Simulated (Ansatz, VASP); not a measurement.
**MgO in VASP and in Ansatz**

Contents of INCAR:

```
PREC = Accurate
ENCUT = 520
EDIFF = 1E-6
ISMEAR = 0
SIGMA = 0.01
LREAL = F
LASPH = T
NELM = 60
ALGO = Normal
ISIF = 2
LWAVE = F
LCHARG = F
GGA = PS
NBANDS = 11
```

KPOINTS

```
regular mesh
0
Gamma
  10 10 10
```

The input POSCAR:

```
MgO
1.0
    0.0000000000      2.1071401257      2.0966044251
    2.1071401257      0.0000000000      2.0966044251
    2.1071401257      2.1071401257      0.0000000000
Mg O
1 1
Direct
    0.0000000000      0.0000000000      0.0000000000
    0.5000000000      0.5000000000      0.5000000000
```

Input for Ansatz:

```yaml
crystal:
  lattice:
    - [0.0, 2.10714012571, 2.09660442508]
    - [2.10714012571, 0.0, 2.09660442508]
    - [2.10714012571, 2.10714012571, 0.0]
  atoms:
    - { symbol: Mg, position: [0.0, 0.0, 0.0] }
    - { symbol: O, position: [0.5, 0.5, 0.5] }
kpoints:
  mp_grid: { grid: [10, 10, 10] }
scf:
  occupations: { method: fixed }
  convergence: { dr2_threshold: 1.0e-10 }
hamiltonian:
  xc: pbesol
  pseudopotentials: { kind: all_electron, lapw: { basis_error: 0.0005 } }
output:
  forces: true
  stress: true
  eigenstates:
    kpoints:
      - [0.0, 0.0, 0.0]
      - [-0.5, 0.0, -0.5]
      - [0.0, -0.5, -0.5]
      - [-0.5, -0.5, 0.0]
      - [-0.5, 0.0, 0.0]
      - [0.0, -0.5, 0.0]
      - [0.0, 0.0, -0.5]
      - [-0.5, -0.5, -0.5]
  eigenvalues: true
```

Change from the starting cell: z stretched by -0.5 %, x and y held.

Alike in both runs: task single point; functional PBEsol; k mesh 10 × 10 × 10; no spin polarisation.

|  | VASP | Ansatz |
| --- | --- | --- |
| version | VASP 6.6.1 | Ansatz 0.2.0 |
| potentials or method | VASP PAW PBE potentials, release 64 (Mg, O), cutoff 520 eV | all-electron LAPW, scalar-relativistic |
| occupations | gaussian, width 0.01 eV | fixed |

```tsv
	VASP	Ansatz	Ansatz less VASP
gap on the k mesh at the Fermi level (eV)	4.66	4.67	+0.002
pressure (GPa)	0.3	0.9	+0.59
traceless stress, the component that is largest in VASP (GPa)	0.71	0.70	-0.008
```

VASP's potentials were made for PBE, not for PBEsol. Ansatz ran all-electron here, and VASP with PAW potentials.
